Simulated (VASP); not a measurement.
Write the native input for VASP 6.6.1 that does the following.

```yaml
Task: single point
Functional: PBEsol
Potentials_or_basis: VASP PAW PBE potentials, release 64 (Hf_pv, O)
Cutoff: 520 eV
k_mesh: 8 × 8 × 8
Occupations: gaussian, width 0.05 eV
Spin: no spin polarisation
Dipole_correction: no
Further_INCAR_settings: ALGO = Normal; EDIFF = 1e-07; NBANDS = 18
```

The structure of HfO2 lies in POSCAR:

```
HfO2
1.0
    0.0000000000      2.4803139275      2.7315697283
    2.4803139275      0.0000000000      2.7315697283
    2.4803139275      2.4803139275      0.0000000000
Hf O
1 2
Direct
    0.0000000000      0.0000000000      0.0000000000
    0.2500000000      0.2500000000      0.2500000000
    0.7500000000      0.7500000000      0.7500000000
```

This cell differs from its parent crystal: volume 11.203 Å^3 an atom, c/a of the conventional cell 1.1013.

These files were run (other wordings do the same):

INCAR

```
SYSTEM = HfO2
ALGO     = Normal         ! electronic algorithm
EDIFF    = 1E-7           ! SCF threshold, eV
ENCUT    = 520            ! plane-wave cutoff, eV
GGA      = PS             ! functional
ISIF     = 2              ! what is computed and relaxed
ISMEAR   = 0              ! smearing method
LASPH    = .True.         ! aspherical terms in the spheres
LCHARG   = .False.        ! write CHGCAR
LREAL    = .False.        ! projectors in reciprocal space
LWAVE    = .False.        ! write WAVECAR
NBANDS   = 18             ! bands
NELM     = 100            ! most SCF steps
PREC     = Accurate       ! precision mode
SIGMA    = 0.05           ! smearing width, eV
```

KPOINTS

```
k-points
0
Gamma
  8 8 8
  0 0 0
```

Potentials or basis: VASP PAW PBE potentials, release 64 (Hf_pv, O).

Run with:

```bash
$ cat potpaw_PBE.64/Hf_pv/POTCAR potpaw_PBE.64/O/POTCAR > POTCAR
$ mpirun -np 1 vasp_std > vasp.out
```

Results of the run:

```json
{
 "Pressure": "-14.1 GPa",
 "Band gap on the k mesh": "2.37 eV, indirect (least direct gap 2.81 eV)"
}
```

Caveat: the PAW data sets were made with another functional, which shifts forces and pressure a little; spin-orbit coupling is left out, which moves the levels of the heavy elements.

Run time: 51 s on 1 thread of AMD EPYC 7R13 (shared host), peak memory 0.15 GiB.
